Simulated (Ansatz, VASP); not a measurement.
# One calculation of PbS, two programs

```
Pb S
1.0
     0.00000    2.64518    2.64518
     2.64518    0.00000    2.64518
     2.64518    2.64518    0.00000
Pb S
1 1
Direct
  0.00000 0.00000 0.00000
  0.50000 0.50000 0.50000
```

Change from the starting cell: volume scaled by 0.72, PAW files.

Alike in both runs: task single point; functional PBEsol; k mesh 14 × 14 × 14; occupations fermi-dirac, width 0.1 eV; no spin polarisation.

|  | VASP | Ansatz |
| --- | --- | --- |
| version | VASP 6.6.1 | Ansatz 0.2.0 |
| potentials or method | VASP PAW PBE potentials, release 64 (Pb_d, S) | PAW with Ansatz's default frozen-core files, scalar-relativistic |
| plane-wave cutoff (eV) | 520 | 420 |
| valence electrons in the cell | 20 | 20 |

|  | VASP | Ansatz | Ansatz less VASP |
| --- | --- | --- | --- |
| pressure (GPa) | 38.9 | 38.9 | -0.02 |

VASP's potentials were made for PBE, not for PBEsol. Both programs put the cell under a high pressure, so it lies far from rest at this level. With one functional, cell and mesh, what is left measures potentials, basis and numerics.

Spin-orbit coupling is off throughout.
